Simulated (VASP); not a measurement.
A run of VASP 6.6.1:

INCAR

```
SYSTEM = LiRh
PREC = Accurate
ENCUT = 600
EDIFF = 1E-6
ISMEAR = 0
SIGMA = 0.1
LREAL = .FALSE.
LASPH = .TRUE.
NELM = 60
ALGO = Fast
ISIF = 3
LWAVE = .FALSE.
LCHARG = .FALSE.
GGA = PS
IBRION = 2
NSW = 70
EDIFFG = -0.008
PSTRESS = 150.0
```

File KPOINTS:

```
regular mesh
0
G
  18 18 10
  0 0 0
```

File POSCAR:

```
LiRh
1.0
    2.5496011964      0.0000000000      0.0000000000
   -1.2748005982      2.2080194056      0.0000000000
    0.0000000000      0.0000000000      4.1136583597
Li Rh
1 1
Direct
    0.0000000000      0.0000000000      0.5000000000
    0.6666666667      0.3333333333      0.0000000000
```

Potentials or basis: VASP PAW PBE potentials, release 64 (Li_sv, Rh_pv).

Run with:

```console
$ cat potpaw_PBE.64/Li_sv/POTCAR potpaw_PBE.64/Rh_pv/POTCAR > POTCAR
$ mpirun -np 1 vasp_std > vasp.out
```

Hardware: 1 thread of Oxide Virtual Turin-like Processor, with other jobs on the host.

Q: Estimate the wall time of this run.

A: Wall time 5 min on 1 thread of Oxide Virtual Turin-like Processor, with other jobs on the host, peak memory 0.18 GiB. Counts: scf iterations 51, k points 222, ion steps 5.
